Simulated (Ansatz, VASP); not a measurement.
Two plane-wave programs on Al2Ru

File INCAR:

```
SYSTEM = Al2Ru
PREC = Accurate ; ENCUT = 520
EDIFF = 1E-6 ; ISMEAR = 1
SIGMA = 0.3 ; LREAL = .False.
LASPH = .True. ; NELM = 60
ALGO = Fast ; ISIF = 2
LWAVE = .False. ; LCHARG = .True.
GGA = PS ; LELF = .True.
LVHAR = .True. ; NBANDS = 17
```

KPOINTS

```
regular mesh
0
Gamma
  18 18 18
  0 0 0
```

POSCAR

```
Al2Ru
1.0
   -1.5604216200      1.5604216200      4.2218055900
    1.5604216200     -1.5604216200      4.2218055900
    1.5604216200      1.5604216200     -4.2218055900
Al Ru
2 1
Direct
    0.6592021900      0.6592021900      0.0000000000
    0.3407978100      0.3407978100      0.0000000000
    0.0000000000      0.0000000000      0.0000000000
```

Input for Ansatz:

```yaml
crystal:
  lattice:
    - [-1.56042162, 1.56042162, 4.22180559]
    - [1.56042162, -1.56042162, 4.22180559]
    - [1.56042162, 1.56042162, -4.22180559]
  atoms:
    - { symbol: Al, position: [0.65920219, 0.65920219, 0.0] }
    - { symbol: Al, position: [0.34079781, 0.34079781, 0.0] }
    - { symbol: Ru, position: [0.0, 0.0, 0.0] }
basis:
  ecutwfc: 420
kpoints:
  mp_grid: { grid: [18, 18, 18] }
hamiltonian:
  xc: pbesol
scf:
  occupations: { method: methfessel_paxton, width: 0.3 }
output:
  forces: true
  stress: true
  eigenvalues: true
```

Alike in both runs: task single point; functional PBEsol; k mesh 18 × 18 × 18; occupations methfessel-paxton of order 1, width 0.3 eV; no spin polarisation.

```csv
,VASP,Ansatz
version,VASP 6.6.1,Ansatz 0.2.0
potentials or method,"VASP PAW PBE potentials, release 64 (Al, Ru_pv), cutoff 520 eV","scalar-relativistic, plane waves, PAW"
valence electrons in the cell,20,22
```

Ansatz gave:

| Quantity | Value |
| --- | --- |
| gap on the k mesh at the Fermi level (eV) | none |
| pressure (GPa) | -0.5 |
| traceless stress, the component that is largest in VASP (GPa) | -0.44 |
| rms of the force components (eV/Å) | 0.021 |

Task: What did VASP give for the same quantities?

Result: gap on the k mesh at the Fermi level (eV): none; pressure (GPa): -0.4; traceless stress, the component that is largest in VASP (GPa): -0.41; rms of the force components (eV/Å): 0.020.

VASP's potentials were made for PBE, not for PBEsol. Atom by atom the forces differ by 0.000 eV/Å (rms over components). A gap of «none» marks a metal or a gap that the smearing closes. With one functional, cell and mesh, what is left measures potentials, basis and numerics. VASP's potentials hold 20 valence electrons a cell and Ansatz's 22, so a difference there can come from the potentials and not from the codes.
